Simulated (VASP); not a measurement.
# Mg2ZnS3 (P6/mmm) in VASP: notebook

The runs below take Mg2ZnS3 through relaxation of cell and atoms, with PBE.

All numbers are computed with VASP 6.6.1; they aren't measurements. Logs are shortened: lines on timing, memory, paths and dates and some standing lists are left out, and cuts for length are marked.

### Step 1. The cell of the first run

The structure is hexagonal, space group P6/mmm (No. 191). Conventional cell: a = 6.437 Å, b = 6.437 Å, c = 3.575 Å, α = 90.00°, β = 90.00°, γ = 120.00°. Within 3.4 Å of Mg (site symmetry -6m2) lie 6 S at 2.58 Å. Within 4.7 Å of Zn (site symmetry 6/mmm) lie 2 Zn at 3.58 Å and 12 S at 3.68 Å and 6 Mg at 3.72 Å. Within 3.4 Å of S (site symmetry mmm) lie 4 Mg at 2.58 Å and 4 S at 3.22 Å.

The cell was built from a structure type or drawn by symmetry, and may not be a known phase.

### Step 2. Relaxation of cell and atoms, PBE

INCAR reads:

```
SYSTEM = Mg2ZnS3
PREC = Accurate ; ENCUT = 600
EDIFF = 1E-6 ; ISMEAR = 0
SIGMA = 0.1 ; LREAL = .FALSE.
LASPH = .TRUE. ; NELM = 100
ALGO = Normal ; ISIF = 3
LWAVE = .FALSE. ; LCHARG = .FALSE.
GGA = PE ; IBRION = 2
NSW = 100 ; EDIFFG = -0.01
```

KPOINTS reads:

```
Automatic mesh
0
G
  6 6 10
  0 0 0
```

POSCAR reads:

```
Mg2ZnS3
1.0
    6.4370501682      0.0000000000      0.0000000000
   -3.2185250841      5.5746489711      0.0000000000
    0.0000000000      0.0000000000      3.5752294699
Mg Zn S
2 1 3
Direct
    0.3333333333      0.6666666667      0.0000000000
    0.6666666667      0.3333333333      0.0000000000
    0.0000000000      0.0000000000      0.0000000000
    0.5000000000      0.0000000000      0.5000000000
    0.0000000000      0.5000000000      0.5000000000
    0.5000000000      0.5000000000      0.5000000000
```

Potentials or basis: VASP PAW PBE potentials, release 64 (Mg, Zn, S).

Command:

```
> cat potpaw_PBE.64/Mg/POTCAR potpaw_PBE.64/Zn/POTCAR potpaw_PBE.64/S/POTCAR > POTCAR
> mpirun -np 1 vasp_std > vasp.out
```

OUTCAR:

```text
SYSTEM = Mg2ZnS3
   PREC = Accurate
   ENCUT = 600
   EDIFF = 1E-6
   ISMEAR = 0
   LREAL = .FALSE.
   LASPH = .TRUE.
   NELM = 100
   ISIF = 3
   GGA = PE
   IBRION = 2
   NSW = 100
   EDIFFG = -0.01

 ion  position               nearest neighbor table
   1  0.333  0.667  0.000-   5 2.58   5 2.58   4 2.58   4 2.58   6 2.58   6 2.58
   2  0.667  0.333  0.000-   5 2.58   5 2.58   4 2.58   4 2.58   6 2.58   6 2.58
   3  0.000  0.000  0.000-
   4  0.500  0.000  0.500-   1 2.58   2 2.58   1 2.58   2 2.58
   5  0.000  0.500  0.500-   1 2.58   2 2.58   1 2.58   2 2.58
   6  0.500  0.500  0.500-   1 2.58   2 2.58   1 2.58   2 2.58

  LATTYP: Found a hexagonal cell.
 ALAT       =     6.4370501682
 C/A-ratio  =     0.5554142622

  Lattice vectors:

 A1 = (   6.4370501682,   0.0000000000,   0.0000000000)
 A2 = (  -3.2185250841,   5.5746489711,   0.0000000000)
 A3 = (   0.0000000000,   0.0000000000,   3.5752294699)

Analysis of symmetry for initial positions (statically):
=====================================================================
 Subroutine PRICEL returns:
 Original cell was already a primitive cell.

 Routine SETGRP: Setting up the symmetry group for a
 hexagonal supercell.

 Subroutine GETGRP returns: Found 24 space group operations
 (whereof 24 operations were pure point group operations)
 out of a pool of 24 trial point group operations.

The static configuration has the point symmetry D_6h.

Analysis of symmetry for dynamics (positions and initial velocities):
=====================================================================
 Subroutine PRICEL returns:
 Original cell was already a primitive cell.

 Routine SETGRP: Setting up the symmetry group for a
 hexagonal supercell.

 Subroutine GETGRP returns: Found 24 space group operations
 (whereof 24 operations were pure point group operations)
 out of a pool of 24 trial point group operations.

The dynamic configuration has the point symmetry D_6h.

 Subroutine INISYM returns: Found 24 space group operations
 (whereof 24 operations are pure point group operations),
 and found     1 'primitive' translations

----------------------------------------------------------------------------------------

                                     Primitive cell

  volume of cell :     128.2946

  direct lattice vectors                    reciprocal lattice vectors
     6.437050168  0.000000000  0.000000000     0.155350661  0.089691746  0.000000000
    -3.218525084  5.574648971  0.000000000     0.000000000  0.179383492  0.000000000
     0.000000000  0.000000000  3.575229470     0.000000000  0.000000000  0.279702326

  length of vectors
     6.437050168  6.437050168  3.575229470     0.179383492  0.179383492  0.279702326

  position of ions in fractional coordinates (direct lattice)
     0.333333333  0.666666667  0.000000000
     0.666666667  0.333333333  0.000000000
     0.000000000  0.000000000  0.000000000
     0.500000000  0.000000000  0.500000000
     0.000000000  0.500000000  0.500000000
     0.500000000  0.500000000  0.500000000

  ion indices of the primitive-cell ions
   primitive index   ion index
                 1           1
                 2           2
                 3           3
                 4           4
                 5           5
                 6           6

----------------------------------------------------------------------------------------

 KPOINTS: Automatic mesh

Automatic generation of k-mesh.
 Grid dimensions read from file:
 generate k-points for:    6    6   10

 Generating k-lattice:

  Cartesian coordinates                     Fractional coordinates (reciprocal lattice)
     0.025891777  0.014948624  0.000000000     0.166666667  0.000000000  0.000000000
     0.000000000  0.029897249  0.000000000     0.000000000  0.166666667  0.000000000
     0.000000000  0.000000000  0.027970233     0.000000000  0.000000000  0.100000000

  Length of vectors
     0.029897249  0.029897249  0.027970233

  Shift w.r.t. Gamma in fractional coordinates (k-lattice)
     0.000000000  0.000000000  0.000000000

 Subroutine IBZKPT returns following result:
 ===========================================

 Found     42 irreducible k-points:

 Following reciprocal coordinates:
            Coordinates               Weight
  0.000000  0.000000  0.000000      1.000000
  0.166667  0.000000  0.000000      6.000000
  0.333333 -0.000000  0.000000      6.000000
  0.500000  0.000000  0.000000      3.000000
  0.166667  0.166667  0.000000      6.000000
  0.333333  0.166667  0.000000     12.000000
[... 16 lines left out ...]
  0.166667  0.000000  0.300000     12.000000
  0.333333 -0.000000  0.300000     12.000000
 [... further k-points ...]
   k-points           NKPTS =     42   k-points in BZ     NKDIM =     42   number of bands    NBANDS=     21
   number of dos      NEDOS =    301   number of ions     NIONS =      6
   total plane-waves  NPLWV =  87480
   dimension x,y,z NGX =    54 NGY =   54 NGZ =   30
   dimension x,y,z NGXF=   108 NGYF=  108 NGZF=   60
   ions per type =               2   1   3
   NGX,Y,Z   is equivalent  to a cutoff of  13.95, 13.95, 13.95 a.u.
   NGXF,Y,Z  is equivalent  to a cutoff of  27.89, 27.89, 27.90 a.u.
 SYSTEM =  Mg2ZnS3
   PREC   = accura    normal or accurate (medium, high low for compatibility)
   ISTART =      0    job   : 0-new  1-cont  2-samecut
   ICHARG =      2    charge: 1-file 2-atom 10-const
   ISPIN  =      1    spin polarized calculation?
   LNONCOLLINEAR =      F non collinear calculations
   LSORBIT =      F    spin-orbit coupling
   LASPH  =      T    aspherical Exc in radial PAW
   ENCUT  =  600.0 eV  44.10 Ry    6.64 a.u.  12.86 12.86  7.14*2*pi/ulx,y,z
   NELM   =    100;   NELMIN=  2; NELMDL= -5     # of ELM steps
   EDIFF  = 0.1E-05   stopping-criterion for ELM
   LREAL  =      F    real-space projection
   EDIFFG = -.1E-01   stopping-criterion for IOM
   NSW    =    100    number of steps for IOM
   IBRION =      2    ionic relax: 0-MD 1-quasi-New 2-CG
   NFREE  =      1    steps in history (QN), initial steepest desc. (CG)
   ISIF   =      3    stress and relaxation
   ISYM   =      2    0-nonsym 1-usesym 2-fastsym
   POTIM  = 0.5000    time-step for ionic-motion
   TEBEG  =    0.0;   TEEND  =   0.0 temperature during run
   PSTRESS=    0.0 pullay stress
   NELECT =      34.0000    total number of electrons
   NUPDOWN=      -1.0000    fix difference up-down
   EMIN   =  10.00;   EMAX   =-10.00  energy-range for DOS
   EFERMI =   0.00;   METHOD = LEGACY
   ISMEAR =     0;   SIGMA  =   0.10  broadening in eV -4-tet -1-fermi 0-gaus
   EFERMI_NEDOS =   21; number of points for ismear=-14 and -15
   IALGO  =     38    algorithm
   IMIX   =      4    mixing-type and parameters
     AMIX     =   0.40;   BMIX     =  1.00
     AMIX_MAG =   1.60;   BMIX_MAG =  1.00
  volume/ion in A,a.u.               =      21.38       144.30
  Fermi-wavevector in a.u.,A,eV,Ry     =   1.051554  1.987149 15.044865  1.105766
  Thomas-Fermi vector in A             =   2.186602
   LORBIT       =      0    0 simple, 1 ext, 2 COOP (PROOUT), +10 PAW based schemes
   GGA     = PE    functional components
   LHFCALC =     F    Hartree Fock is set to
   AEXX    =    0.0000 exact exchange contribution
   IVDW    =     0    specifies the selected vdW correction
   LEPSILON=     F    determine dielectric tensor
   LRPA    =     F    only Hartree local field effects (RPA)
 conjugate gradient relaxation of ions
 non-spin polarized calculation
 Gauss-broadening in eV      SIGMA  =   0.10
  energy-cutoff  :      600.00
  volume of cell :      128.29
 maximum number of plane-waves:      4305
 NGX is ok and might be reduce to    54
   NGX = 25   NGY = 25   NGZ = 15

--------------------------------------- Ionic step        1  -------------------------------------------

 number of electron      34.0000006 magnetization

 Free energy of the ion-electron system (eV)
  ---------------------------------------------------
  ext. energy  EPLUGINS =         0.00000000
  ---------------------------------------------------
  free energy    TOTEN  =       -18.77107287 eV

  energy without entropy =      -18.73320578  energy(sigma->0) =      -18.75213932

------------------------ aborting loop because EDIFF is reached ----------------------------------------

  FORCE on cell =-STRESS in cart. coord.  units (eV):
  Direction    XX          YY          ZZ          XY          YZ          ZX
  --------------------------------------------------------------------------------------
  -------------------------------------------------------------------------------------
  Total        0.3564823      0.3564823     -0.7408878      0.0000000      0.0000000      0.0000000
  in kB        4.4518466      4.4518466     -9.2524062      0.0000000      0.0000000      0.0000000
  external PRESSURE =      -0.1162377 kB  Pullay stress =       0.0000000 kB

 VOLUME and BASIS-vectors are now :
 -----------------------------------------------------------------------------
  energy-cutoff  :      600.00
  volume of cell :      128.29
      direct lattice vectors                 reciprocal lattice vectors
     6.437050168  0.000000000  0.000000000     0.155350661  0.089691746  0.000000000
    -3.218525084  5.574648971  0.000000000     0.000000000  0.179383492  0.000000000
     0.000000000  0.000000000  3.575229470     0.000000000  0.000000000  0.279702326
[... 81 lines left out ...]
 POSITION                                       TOTAL-FORCE (eV/Angst)
 -----------------------------------------------------------------------------------
     -0.00000      3.74077      0.00000         0.000000     -0.000000      0.000000
      3.23960      1.87039      0.00000        -0.000000      0.000000      0.000000
      0.00000      0.00000      0.00000         0.000000     -0.000000      0.000000
      3.23960      0.00000      1.76328         0.000000      0.000000      0.000000
     -1.61980      2.80558      1.76328         0.000000     -0.000000      0.000000
      1.61980      2.80558      1.76328         0.000000      0.000000      0.000000
 -----------------------------------------------------------------------------------
    total drift:                                0.000000     -0.000000      0.000000

  FREE ENERGIE OF THE ION-ELECTRON SYSTEM (eV)
  ---------------------------------------------------
  free  energy   TOTEN  =       -18.7784020824 eV

  energy  without entropy=      -18.7408886180  energy(sigma->0) =      -18.75964535

--------------------------------------- Ionic step        4  -------------------------------------------

 number of electron      34.0000019 magnetization

 Free energy of the ion-electron system (eV)
  ---------------------------------------------------
  ext. energy  EPLUGINS =         0.00000000
  ---------------------------------------------------
  free energy    TOTEN  =       -18.77920099 eV

  energy without entropy =      -18.74125010  energy(sigma->0) =      -18.76022554

 E-fermi :   2.2458     XC(G=0):  -9.0634

 val. band max:        2.2330107039   @ k =   0.1667   0.0000   0.3000
 cond. band min:       2.2773725639   @ k =   0.1667   0.1667   0.3000
 fundamental gap:      0.0443618600
 Fermi energy:         2.2458028039

 k-point     1 :       0.0000    0.0000    0.0000
  band No.  band energies     occupation
      1     -10.7118      2.00000
      2      -9.2600      2.00000
      3      -9.2600      2.00000
      4      -3.4440      2.00000
      5      -3.3982      2.00000
      6      -3.3678      2.00000
[... 13 lines left out ...]
     20       7.7091      0.00000
     21       7.7091      0.00000
[... 529 lines left out ...]
 k-point    24 :       0.3333   -0.0000    0.3000
  band No.  band energies     occupation
      1     -10.0520      2.00000
      2      -9.2989      2.00000
      3      -8.9433      2.00000
      4      -3.3800      2.00000
      5      -3.3789      2.00000
      6      -3.3697      2.00000
[... 13 lines left out ...]
     20       6.1751      0.00000
     21       6.3695      0.00000

 [... further k-points ...]

------------------------ aborting loop because EDIFF is reached ----------------------------------------

  FORCE on cell =-STRESS in cart. coord.  units (eV):
  Direction    XX          YY          ZZ          XY          YZ          ZX
  --------------------------------------------------------------------------------------
  -------------------------------------------------------------------------------------
  Total        0.0011319      0.0011319      0.0083507      0.0000000      0.0000000     -0.0000000
  in kB        0.0140460      0.0140460      0.1036303      0.0000000      0.0000000     -0.0000000
  external PRESSURE =       0.0439074 kB  Pullay stress =       0.0000000 kB

 VOLUME and BASIS-vectors are now :
 -----------------------------------------------------------------------------
  energy-cutoff  :      600.00
  volume of cell :      129.11
      direct lattice vectors                 reciprocal lattice vectors
     6.499252364  0.000000000  0.000000000     0.153863851  0.088833336 -0.000000000
    -3.249626182  5.628517653  0.000000000     0.000000000  0.177666672 -0.000000000
     0.000000000  0.000000000  3.529318618     0.000000000 -0.000000000  0.283340811

 POSITION                                       TOTAL-FORCE (eV/Angst)
 -----------------------------------------------------------------------------------
     -0.00000      3.75235      0.00000         0.000000     -0.000000      0.000000
      3.24963      1.87617      3.52932        -0.000000      0.000000     -0.000000
     -3.24963      5.62852      0.00000         0.000000     -0.000000      0.000000
      3.24963      0.00000      1.76466        -0.000000     -0.000000      0.000000
     -1.62481      2.81426      1.76466        -0.000000     -0.000000      0.000000
      1.62481      2.81426      1.76466        -0.000000     -0.000000      0.000000
 -----------------------------------------------------------------------------------
    total drift:                               -0.000000      0.000000      0.000000

  FREE ENERGIE OF THE ION-ELECTRON SYSTEM (eV)
  ---------------------------------------------------
  free  energy   TOTEN  =       -18.7792009900 eV

  energy  without entropy=      -18.7412500989  energy(sigma->0) =      -18.76022554

 reached required accuracy - stopping structural energy minimisation
```

Run time: 3.8 min. Hardware: 1 thread of Intel Xeon 6975P-C (Granite Rapids), shared host; peak memory 0.39 GiB.

Results:

| Item | Value |
| --- | --- |
| Free energy | -18.7792 eV |
| Relaxed volume | 21.52 Å³/atom |
| Relaxed cell | a = 6.499 Å, b = 6.499 Å, c = 3.529 Å, α = 90.00°, β = 90.00°, γ = 120.00° |
| Space group after relaxing (to 0.1 Å) | P6/mmm (No. 191) |
| Energy gained by relaxing | 1.4 meV/atom |
| Ionic steps | 4 |
| Pressure after relaxing | 0.0 GPa |
| Band gap on the k mesh | zero (bands 17 and 18 overlap by 0.74 eV) |

The path:
```csv
step,energy change (eV),largest force (eV/Å),pressure (GPa),volume (Å³)
1,0.0000,0.0000,-0.01,128.29
2,-0.0050,0.0000,0.12,128.26
3,-0.0073,0.0000,0.29,128.21
4,-0.0081,0.0000,0.00,129.11
```

Final structure:
```yaml
crystal:
  lattice:
    - [6.49925, 0.00000, 0.00000]
    - [-3.24963, 5.62852, 0.00000]
    - [0.00000, 0.00000, 3.52932]
  atoms:
    - { symbol: Mg, position: [0.33333, 0.66667, 0.00000] }
    - { symbol: Mg, position: [0.66667, 0.33333, 0.00000] }
    - { symbol: Zn, position: [0.00000, 0.00000, 0.00000] }
    - { symbol: S, position: [0.50000, 0.00000, 0.50000] }
    - { symbol: S, position: [0.00000, 0.50000, 0.50000] }
    - { symbol: S, position: [0.50000, 0.50000, 0.50000] }
```

Levels at points of the mesh, in eV from the Fermi level:
| k point | band 14 | band 15 | band 16 | band 17 | band 18 | band 19 | band 20 | band 21 |
| --- | --- | --- | --- | --- | --- | --- | --- | --- |
| (0.00, 0.00, 0.00) | -0.44 | -0.44 | -0.05 | -0.05 | 0.13 | 3.52 | 5.46 | 5.46 |
| (0.50, 0.00, 0.00) | -1.15 | -0.84 | -0.44 | -0.07 | 0.07 | 2.70 | 4.64 | 5.02 |
| (0.00, 0.00, 0.50) | -2.44 | 0.28 | 0.40 | 0.40 | 0.52 | 1.72 | 2.25 | 2.61 |
| (0.50, 0.00, 0.50) | -1.80 | -1.33 | -1.15 | -0.38 | 0.45 | 3.20 | 3.41 | 3.77 |

Caveat: semilocal functionals underestimate gaps, so a narrow gap can read as zero.

### Step 3. Relaxation of cell and atoms, PBE

This run uses another cell than the first one, of 21.57 Å³/atom.

INCAR reads:

```
PREC     = Accurate       # precision mode
ENCUT    = 750            # plane-wave cutoff, eV
EDIFF    = 1E-7           # SCF threshold, eV
ISMEAR   = 0              # smearing method
SIGMA    = 0.1            # smearing width, eV
LREAL    = False          # projectors in reciprocal space
LASPH    = True           # aspherical terms in the spheres
NELM     = 120            # most SCF steps
ALGO     = Normal         # electronic algorithm
ISIF     = 3              # what is computed and relaxed
LWAVE    = False          # write WAVECAR
LCHARG   = False          # write CHGCAR
GGA      = PE             # functional
IBRION   = 2              # ionic algorithm
NSW      = 90             # ionic steps
EDIFFG   = -0.04          # ionic threshold
GGA_COMPAT= False        
NELMIN   = 4
```

KPOINTS reads:

```
regular mesh
0
Gamma
  3 3 6
```

Changes to POSCAR since step 2:

```diff
@@ -2,5 +2,5 @@
 1.0
-    6.4370501682      0.0000000000      0.0000000000
-   -3.2185250841      5.5746489711      0.0000000000
-    0.0000000000      0.0000000000      3.5752294699
+    6.4993871813      0.0000000000      0.0000000000
+   -3.2496935907      5.6286344080      0.0000000000
+    0.0000000000      0.0000000000      3.5371393186
 Mg Zn S
```

Potentials or basis: VASP PAW PBE potentials, release 64 (Mg_sv, Zn, S).

Command:

```
> cat potpaw_PBE.64/Mg_sv/POTCAR potpaw_PBE.64/Zn/POTCAR potpaw_PBE.64/S/POTCAR > POTCAR
> mpirun -np 1 vasp_std > vasp.out
```

Run time: 3.1 min. Hardware: 1 thread of Intel Xeon Platinum 8488C (Sapphire Rapids), shared host; peak memory 0.39 GiB.

It converged, with:

```yaml
Free_energy: -18.9631 eV
Relaxed_volume: 21.12 Å³/atom
Relaxed_cell: a = 6.382 Å, b = 6.382 Å, c = 3.592 Å, α = 90.00°, β = 90.00°, γ = 120.00°
Space_group_after_relaxing_to_0.1_Å: P6/mmm (No. 191)
Energy_gained_by_relaxing: 2.8 meV/atom
Ionic_steps: 4
Pressure_after_relaxing: 0.0 GPa
Band_gap_on_the_k_mesh: zero (bands 25 and 26 overlap by 0.76 eV)
```

The path:
```tsv
step	energy change (eV)	largest force (eV/Å)	pressure (GPa)	volume (Å³)
1	0.0000	0.0000	-0.50	129.40
2	-0.0085	0.0000	-0.17	128.13
3	-0.0139	0.0000	0.40	126.05
4	-0.0166	0.0000	-0.03	126.72
```

Final structure:
```cif
data_structure
_symmetry_space_group_name_H-M 'P 1'
_symmetry_Int_Tables_number 1
_cell_length_a 6.3823
_cell_length_b 6.3823
_cell_length_c 3.5921
_cell_angle_alpha 90.000
_cell_angle_beta 90.000
_cell_angle_gamma 120.000
_cell_volume 126.72
loop_
_atom_site_label
_atom_site_type_symbol
_atom_site_fract_x
_atom_site_fract_y
_atom_site_fract_z
_atom_site_occupancy
Mg1 Mg 0.33333 0.66667 0.00000 1
Mg2 Mg 0.66667 0.33333 0.00000 1
Zn1 Zn 0.00000 0.00000 0.00000 1
S1 S 0.50000 0.00000 0.50000 1
S2 S 0.00000 0.50000 0.50000 1
S3 S 0.50000 0.50000 0.50000 1
```

Levels at points of the mesh, in eV from the Fermi level:
| k point | band 22 | band 23 | band 24 | band 25 | band 26 | band 27 | band 28 | band 29 |
| --- | --- | --- | --- | --- | --- | --- | --- | --- |
| (0.00, 0.00, 0.00) | -0.87 | -0.87 | -0.09 | -0.09 | 0.05 | 3.11 | 5.35 | 5.39 |
| (0.00, 0.00, 0.50) | -2.77 | 0.25 | 0.30 | 0.30 | 0.39 | 1.48 | 2.27 | 2.35 |

Caveat: the k points lie up to 0.38 Å⁻¹ apart in the final cell, too coarse for converged energies and pressures of a metal; semilocal functionals underestimate gaps, so a narrow gap can read as zero.
